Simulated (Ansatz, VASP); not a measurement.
Two plane-wave programs on Cr

```
Cr
1.0
     2.71400    0.00000    0.00000
    -1.35700    2.35039    0.00000
     0.00000    0.00000    4.41000
Cr
2
Direct
  0.66667 0.33333 0.75000
  0.33333 0.66667 0.25000
```

Alike in both runs: task single point; functional PBE; k mesh 11 × 11 × 6; occupations fermi-dirac, width 0.05 eV; collinear spin.

|  | VASP | Ansatz |
| --- | --- | --- |
| version | VASP 6.6.1 | Ansatz 0.2.0 |
| potentials or method | VASP PAW PBE potentials, release 64 (Cr_pv) | Ansatz PAW |
| plane-wave cutoff (eV) | 520 | 420 |
| valence electrons in the cell | 24 | 28 |

```tsv
	VASP	Ansatz	Ansatz less VASP
gap on the k mesh at the Fermi level (eV)	none	none	-
pressure (GPa)	-22.5	-25.5	-2.93
traceless stress, the component that is largest in VASP (GPa)	0.23	3.12	+2.889
net moment per atom (μB)	1.01	0.86	-0.149
size of the moment on the site where the two differ most (μB)	1.72	0.79	-0.931
```

The net moments are unlike, so the other rows may belong to different states. Site moments also hang on the region over which each program counts them. A gap of «none» marks a metal or a gap that the smearing closes. VASP's potentials hold 24 valence electrons a cell and Ansatz's 28, so a difference there can come from the potentials and not from the codes.
